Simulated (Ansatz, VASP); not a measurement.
## Pt: VASP beside Ansatz

```
Pt
1.0
     2.76067    0.00000    0.00000
    -1.38033    2.39081    0.00000
     0.00000    0.00000    4.74421
Pt
2
Direct
  0.33333 0.66667 0.25000
  0.66667 0.33333 0.75000
```

Alike in both runs: task single point; functional PBEsol; k mesh 9 × 9 × 5; occupations fermi-dirac, width 0.05 eV; no spin polarisation.

|  | VASP | Ansatz |
| --- | --- | --- |
| version | VASP 6.6.1 | Ansatz 0.2.0 |
| potentials or method | VASP PAW PBE potentials, release 64 (Pt) | Ansatz PAW |
| plane-wave cutoff (eV) | 520 | 420 |
| valence electrons in the cell | 20 | 36 |

Ansatz gave:

```
gap on the k mesh at the Fermi level (eV)                     : none
pressure (GPa)                                                : -9.1
traceless stress, the component that is largest in VASP (GPa) : 1.60
```

Which values does VASP return?

gap on the k mesh at the Fermi level (eV): none; pressure (GPa): -9.5; traceless stress, the component that is largest in VASP (GPa): 1.53.

VASP's potentials were made for PBE, not for PBEsol. A gap of «none» marks a metal or a gap that the smearing closes. VASP's potentials hold 20 valence electrons a cell and Ansatz's 36, so a difference there can come from the potentials and not from the codes.

Spin-orbit coupling is off throughout.
